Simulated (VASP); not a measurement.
A run of VASP 6.6.1:

The input INCAR:

```
PREC = Accurate
ENCUT = 600
EDIFF = 1E-6
ISMEAR = 0
SIGMA = 0.05
LREAL = False
LASPH = True
NELM = 60
ALGO = Normal
ISIF = 3
LWAVE = False
LCHARG = False
GGA = PS
IBRION = 2
NSW = 80
EDIFFG = -0.02
PSTRESS = 200.0
```

KPOINTS

```
Automatic mesh
0
Gamma
  9 9 9
```

Contents of POSCAR:

```
S
1.0
    0.0000000000      1.9943500000      1.9943500000
    1.9943500000      0.0000000000      1.9943500000
    1.9943500000      1.9943500000      0.0000000000
S
1
Direct
    0.0000000000      0.0000000000      0.0000000000
```

Potentials or basis: VASP PAW PBE potentials, release 64 (S).

Run with:

```bash
$ cat potpaw_PBE.64/S/POTCAR > POTCAR
$ mpirun -np 1 vasp_std > vasp.out
```

Hardware: 1 thread of Intel(R) Xeon(R) Platinum 8375C CPU @ 2.90GHz (Ice Lake), on a shared host.

Estimate the wall time of this run.

Run time: 5.7 s on 1 thread of Intel(R) Xeon(R) Platinum 8375C CPU @ 2.90GHz (Ice Lake), on a shared host, peak memory 0.14 GiB. Counts: scf iterations 26, k points 35, ion steps 4.
